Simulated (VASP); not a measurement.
# BaRu3 (Pm-3m) in VASP: further runs

Runs on BaRu3. Level: PBEsol. Tasks: single point.

Program: VASP 6.6.1. These are calculated values, not measurements. Logs are shortened: lines on timing, memory, paths and dates and some standing lists are left out, and cuts for length are marked.

### Step 1. The cell of the first run

Symmetry: Pm-3m, No. 221, cubic system. Conventional cell: a = 4.096 Å, b = 4.096 Å, c = 4.096 Å, α = 90.00°, β = 90.00°, γ = 90.00°. Within 3.8 Å of Ba (site symmetry m-3m) lie 12 Ru at 2.90 Å. Within 3.8 Å of Ru (site symmetry 4/mmm) lie 4 Ba at 2.90 Å and 8 Ru at 2.90 Å.

### Step 2. Single point, PBEsol (17.18 Å³/atom)

File INCAR:

```
SYSTEM = BaRu3
ALGO = Normal
EDIFF = 1E-6
ENCUT = 560
GGA = PS
GGA_COMPAT = .FALSE.
ISIF = 2
ISMEAR = 0
LASPH = .TRUE.
LCHARG = .TRUE.
LELF = .TRUE.
LREAL = .FALSE.
LVHAR = .TRUE.
LWAVE = .FALSE.
NBANDS = 37
NELM = 120
PREC = Accurate
SIGMA = 0.05
```

File KPOINTS:

```
k-points
0
G
  8 8 8
  0 0 0
```

File POSCAR:

```
BaRu3
1.0
    4.0958807031      0.0000000000      0.0000000000
    0.0000000000      4.0958807031      0.0000000000
    0.0000000000      0.0000000000      4.0958807031
Ba Ru
1 3
Direct
    0.0000000000      0.0000000000      0.0000000000
    0.0000000000      0.5000000000      0.5000000000
    0.5000000000      0.5000000000      0.0000000000
    0.5000000000      0.0000000000      0.5000000000
```

Potentials or basis: VASP PAW PBE potentials, release 64 (Ba_sv, Ru_sv).

On the command line:

```console
> cat potpaw_PBE.64/Ba_sv/POTCAR potpaw_PBE.64/Ru_sv/POTCAR > POTCAR
> mpirun -np 1 vasp_std > vasp.out
```

OUTCAR:

```text
SYSTEM = BaRu3
   EDIFF = 1E-6
   ENCUT = 560
   GGA = PS
   ISIF = 2
   ISMEAR = 0
   LASPH = .TRUE.
   LREAL = .FALSE.
   NELM = 120
   PREC = Accurate

 ion  position               nearest neighbor table
   1  0.000  0.000  0.000-   2 2.90   3 2.90   4 2.90   2 2.90   4 2.90   2 2.90   3 2.90   2 2.90
                             3 2.90   4 2.90   4 2.90   3 2.90
   2  0.000  0.500  0.500-   1 2.90   1 2.90   1 2.90   1 2.90
   3  0.500  0.500  0.000-   1 2.90   1 2.90   1 2.90   1 2.90
   4  0.500  0.000  0.500-   1 2.90   1 2.90   1 2.90   1 2.90

  LATTYP: Found a simple cubic cell.
 ALAT       =     4.0958807031

  Lattice vectors:

 A1 = (   4.0958807031,   0.0000000000,   0.0000000000)
 A2 = (   0.0000000000,   4.0958807031,   0.0000000000)
 A3 = (   0.0000000000,   0.0000000000,   4.0958807031)

Analysis of symmetry for initial positions (statically):
=====================================================================
 Subroutine PRICEL returns:
 Original cell was already a primitive cell.

 Routine SETGRP: Setting up the symmetry group for a
 simple cubic supercell.

 Subroutine GETGRP returns: Found 48 space group operations
 (whereof 48 operations were pure point group operations)
 out of a pool of 48 trial point group operations.

The static configuration has the point symmetry O_h .

Analysis of symmetry for dynamics (positions and initial velocities):
=====================================================================
 Subroutine PRICEL returns:
 Original cell was already a primitive cell.

 Routine SETGRP: Setting up the symmetry group for a
 simple cubic supercell.

 Subroutine GETGRP returns: Found 48 space group operations
 (whereof 48 operations were pure point group operations)
 out of a pool of 48 trial point group operations.

The dynamic configuration has the point symmetry O_h .

 Subroutine INISYM returns: Found 48 space group operations
 (whereof 48 operations are pure point group operations),
 and found     1 'primitive' translations

----------------------------------------------------------------------------------------

                                     Primitive cell

  volume of cell :      68.7135

  direct lattice vectors                    reciprocal lattice vectors
     4.095880703  0.000000000  0.000000000     0.244147736  0.000000000  0.000000000
     0.000000000  4.095880703  0.000000000     0.000000000  0.244147736  0.000000000
     0.000000000  0.000000000  4.095880703     0.000000000  0.000000000  0.244147736

  length of vectors
     4.095880703  4.095880703  4.095880703     0.244147736  0.244147736  0.244147736

  position of ions in fractional coordinates (direct lattice)
     0.000000000  0.000000000  0.000000000
     0.000000000  0.500000000  0.500000000
     0.500000000  0.500000000  0.000000000
     0.500000000  0.000000000  0.500000000

  ion indices of the primitive-cell ions
   primitive index   ion index
                 1           1
                 2           2
                 3           3
                 4           4

----------------------------------------------------------------------------------------

 KPOINTS: k-points

Automatic generation of k-mesh.
 Grid dimensions read from file:
 generate k-points for:    8    8    8

 Generating k-lattice:

  Cartesian coordinates                     Fractional coordinates (reciprocal lattice)
     0.030518467  0.000000000  0.000000000     0.125000000  0.000000000  0.000000000
     0.000000000  0.030518467  0.000000000     0.000000000  0.125000000  0.000000000
     0.000000000  0.000000000  0.030518467     0.000000000  0.000000000  0.125000000

  Length of vectors
     0.030518467  0.030518467  0.030518467

  Shift w.r.t. Gamma in fractional coordinates (k-lattice)
     0.000000000  0.000000000  0.000000000

 Subroutine IBZKPT returns following result:
 ===========================================

 Found     35 irreducible k-points:

 Following reciprocal coordinates:
            Coordinates               Weight
  0.000000  0.000000  0.000000      1.000000
  0.125000  0.000000  0.000000      6.000000
  0.250000  0.000000  0.000000      6.000000
  0.375000  0.000000  0.000000      6.000000
  0.500000  0.000000  0.000000      3.000000
  0.125000  0.125000  0.000000     12.000000
[... 16 lines left out ...]
  0.375000  0.375000  0.125000     24.000000
  0.500000  0.375000  0.125000     24.000000
 [... further k-points ...]
   k-points           NKPTS =     35   k-points in BZ     NKDIM =     35   number of bands    NBANDS=     37
   number of dos      NEDOS =    301   number of ions     NIONS =      4
   total plane-waves  NPLWV =  32768
   dimension x,y,z NGX =    32 NGY =   32 NGZ =   32
   dimension x,y,z NGXF=    64 NGYF=   64 NGZF=   64
   ions per type =               1   3
   NGX,Y,Z   is equivalent  to a cutoff of  12.99, 12.99, 12.99 a.u.
   NGXF,Y,Z  is equivalent  to a cutoff of  25.98, 25.98, 25.98 a.u.
 SYSTEM =  BaRu3
   PREC   = accura    normal or accurate (medium, high low for compatibility)
   ISTART =      0    job   : 0-new  1-cont  2-samecut
   ICHARG =      2    charge: 1-file 2-atom 10-const
   ISPIN  =      1    spin polarized calculation?
   LNONCOLLINEAR =      F non collinear calculations
   LSORBIT =      F    spin-orbit coupling
   LASPH  =      T    aspherical Exc in radial PAW
   ENCUT  =  560.0 eV  41.16 Ry    6.42 a.u.   7.90  7.90  7.90*2*pi/ulx,y,z
   NELM   =    120;   NELMIN=  2; NELMDL= -5     # of ELM steps
   EDIFF  = 0.1E-05   stopping-criterion for ELM
   LREAL  =      F    real-space projection
   EDIFFG = 0.1E-04   stopping-criterion for IOM
   NSW    =      0    number of steps for IOM
   IBRION =     -1    ionic relax: 0-MD 1-quasi-New 2-CG
   NFREE  =      0    steps in history (QN), initial steepest desc. (CG)
   ISIF   =      2    stress and relaxation
   ISYM   =      2    0-nonsym 1-usesym 2-fastsym
   POTIM  = 0.5000    time-step for ionic-motion
   TEBEG  =    0.0;   TEEND  =   0.0 temperature during run
   PSTRESS=    0.0 pullay stress
   NELECT =      58.0000    total number of electrons
   NUPDOWN=      -1.0000    fix difference up-down
   EMIN   =  10.00;   EMAX   =-10.00  energy-range for DOS
   EFERMI =   0.00;   METHOD = LEGACY
   ISMEAR =     0;   SIGMA  =   0.05  broadening in eV -4-tet -1-fermi 0-gaus
   EFERMI_NEDOS =   21; number of points for ismear=-14 and -15
   IALGO  =     38    algorithm
   IMIX   =      4    mixing-type and parameters
     AMIX     =   0.40;   BMIX     =  1.00
     AMIX_MAG =   1.60;   BMIX_MAG =  1.00
  volume/ion in A,a.u.               =      17.18       115.93
  Fermi-wavevector in a.u.,A,eV,Ry     =   1.547166  2.923719 32.568566  2.393722
  Thomas-Fermi vector in A             =   2.652298
   LORBIT       =      0    0 simple, 1 ext, 2 COOP (PROOUT), +10 PAW based schemes
   GGA     = PS    functional components
   LHFCALC =     F    Hartree Fock is set to
   AEXX    =    0.0000 exact exchange contribution
   IVDW    =     0    specifies the selected vdW correction
   LEPSILON=     F    determine dielectric tensor
   LRPA    =     F    only Hartree local field effects (RPA)
 non-spin polarized calculation
 Gauss-broadening in eV      SIGMA  =   0.05
  energy-cutoff  :      560.00
  volume of cell :       68.71
 maximum number of plane-waves:      2103
 NGX is ok and might be reduce to    32
   NGX = 15   NGY = 15   NGZ = 15

 number of electron      58.0000035 magnetization

 Free energy of the ion-electron system (eV)
  ---------------------------------------------------
  ext. energy  EPLUGINS =         0.00000000
  ---------------------------------------------------
  free energy    TOTEN  =       -27.05780646 eV

  energy without entropy =      -27.04434735  energy(sigma->0) =      -27.05107690

 E-fermi :  10.0158     XC(G=0): -12.9471

 val. band max:       10.0153290149   @ k =   0.3750   0.1250   0.1250
 cond. band min:      10.0364889698   @ k =   0.5000   0.5000   0.0000
 fundamental gap:      0.0211599549
 Fermi energy:        10.0158014527

 k-point     1 :       0.0000    0.0000    0.0000
  band No.  band energies     occupation
      1     -61.9350      2.00000
      2     -61.8661      2.00000
      3     -61.8661      2.00000
      4     -32.1481      2.00000
      5     -32.1481      2.00000
      6     -32.1481      2.00000
[... 29 lines left out ...]
     36      16.0766      0.00000
     37      16.0766      0.00000

 k-point     2 :       0.1250    0.0000    0.0000
  band No.  band energies     occupation
      1     -61.9327      2.00000
      2     -61.8683      2.00000
      3     -61.8660      2.00000
      4     -32.1412      2.00000
      5     -32.1412      2.00000
      6     -32.1367      2.00000
[... 29 lines left out ...]
     36      15.9095      0.00000
     37      16.8434      0.00000

 k-point     3 :       0.2500    0.0000    0.0000
  band No.  band energies     occupation
      1     -61.9261      2.00000
      2     -61.8748      2.00000
      3     -61.8659      2.00000
      4     -32.1231      2.00000
      5     -32.1231      2.00000
      6     -32.1043      2.00000
[... 29 lines left out ...]
     36      15.5018      0.00000
     37      17.3322      0.00000

 k-point     4 :       0.3750    0.0000    0.0000
  band No.  band energies     occupation
      1     -61.9173      2.00000
      2     -61.8835      2.00000
      3     -61.8659      2.00000
      4     -32.1020      2.00000
      5     -32.1020      2.00000
      6     -32.0571      2.00000
[... 29 lines left out ...]
     36      15.1141      0.00000
     37      17.3234      0.00000
[... 683 lines left out ...]
      1     -61.9038      2.00000
      2     -61.8889      2.00000
      3     -61.8738      2.00000
      4     -32.1704      2.00000
      5     -32.0258      2.00000
      6     -32.0167      2.00000
[... 29 lines left out ...]
     36      14.9179      0.00000
     37      16.0209      0.00000

 k-point    23 :       0.3750    0.3750    0.1250
  band No.  band energies     occupation
      1     -61.9021      2.00000
      2     -61.8854      2.00000
      3     -61.8789      2.00000
      4     -32.1870      2.00000
      5     -32.0373      2.00000
      6     -32.0110      2.00000
[... 29 lines left out ...]
     36      15.2641      0.00000
     37      15.2724      0.00000

 k-point    24 :       0.5000    0.3750    0.1250
  band No.  band energies     occupation
      1     -61.8969      2.00000
      2     -61.8888      2.00000
      3     -61.8807      2.00000
      4     -32.1911      2.00000
      5     -32.0483      2.00000
      6     -32.0008      2.00000
[... 29 lines left out ...]
     36      15.2564      0.00000
     37      15.3810      0.00000

 [... further k-points ...]
[... 5 lines left out ...]
  --------------------------------------------------------------------------------------
  -------------------------------------------------------------------------------------
  Total        1.0534881      1.0534881      1.0534881     -0.0000000      0.0000000      0.0000000
  in kB       24.5639554     24.5639554     24.5639554     -0.0000000      0.0000000      0.0000000
  external PRESSURE =      24.5639554 kB  Pullay stress =       0.0000000 kB

 VOLUME and BASIS-vectors are now :
 -----------------------------------------------------------------------------
  energy-cutoff  :      560.00
  volume of cell :       68.71
      direct lattice vectors                 reciprocal lattice vectors
     4.095880703  0.000000000  0.000000000     0.244147736  0.000000000  0.000000000
     0.000000000  4.095880703  0.000000000     0.000000000  0.244147736  0.000000000
     0.000000000  0.000000000  4.095880703     0.000000000  0.000000000  0.244147736

 POSITION                                       TOTAL-FORCE (eV/Angst)
 -----------------------------------------------------------------------------------
      0.00000      0.00000      0.00000         0.000000      0.000000      0.000000
      0.00000      2.04794      2.04794         0.000000      0.000000      0.000000
      2.04794      2.04794      0.00000         0.000000      0.000000      0.000000
      2.04794      0.00000      2.04794         0.000000      0.000000      0.000000
 -----------------------------------------------------------------------------------
    total drift:                                0.000000     -0.000000     -0.000000

  FREE ENERGIE OF THE ION-ELECTRON SYSTEM (eV)
  ---------------------------------------------------
  free  energy   TOTEN  =       -27.0578064606 eV

  energy  without entropy=      -27.0443473490  energy(sigma->0) =      -27.05107690
```

Run time: 40 s. Hardware: 1 thread of AMD EPYC 9R45 (Zen 5), shared host; peak memory 0.2 GiB.

What came out:

| Quantity | Value |
| --- | --- |
| Free energy | -27.0578 eV |
| Pressure | 2.5 GPa |
| Band gap on the k mesh | zero (bands 29 and 30 overlap by 1.57 eV) |

Caveat: the PAW data sets were made with another functional, which shifts forces and pressure a little; spin-orbit coupling is left out, which moves the levels of the heavy elements.

[end of part 1 of 2]

The gap in the log of VASP goes by the Fermi energy; the results here count the filled bands.